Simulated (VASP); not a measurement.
Input of a VASP 6.6.1 run:

File INCAR:

```
ALGO = Normal ; EDIFF = 1E-6
ENCUT = 520 ; GGA = PS
ISIF = 2 ; ISMEAR = 0
LASPH = T ; LCHARG = F
LREAL = F ; LWAVE = F
NBANDS = 16 ; NELM = 60
PREC = Accurate ; SIGMA = 0.01
```

Contents of KPOINTS:

```
k-points
0
Gamma
  8 8 8
```

Contents of POSCAR:

```
GaP
1.0
    2.7056678004      2.7056678004      0.0000000000
   -2.7056678004      2.7056678004      0.0000000000
    0.0000000000      2.7056678004      2.7304393445
Ga P
1 1
Direct
    0.0000000000      0.0000000000      0.0000000000
    0.7500000000      0.2500000000      0.5000000000
```

Potentials or basis: VASP PAW PBE potentials, release 64 (Ga_d, P).

Command:

```bash
$ cat potpaw_PBE.64/Ga_d/POTCAR potpaw_PBE.64/P/POTCAR > POTCAR
$ mpirun -np 1 vasp_std > vasp.out
```

(1) Estimate the pressure.

(2) Predict the band gap on the k mesh.

## Answers

(1) 0.4 GPa.

(2) 1.45 eV, indirect (least direct gap 1.84 eV).

Caveat: the cell differs from its parent crystal (in-plane strain -0.005, then relaxed in part); the PAW data sets were made with another functional, which shifts forces and pressure a little.
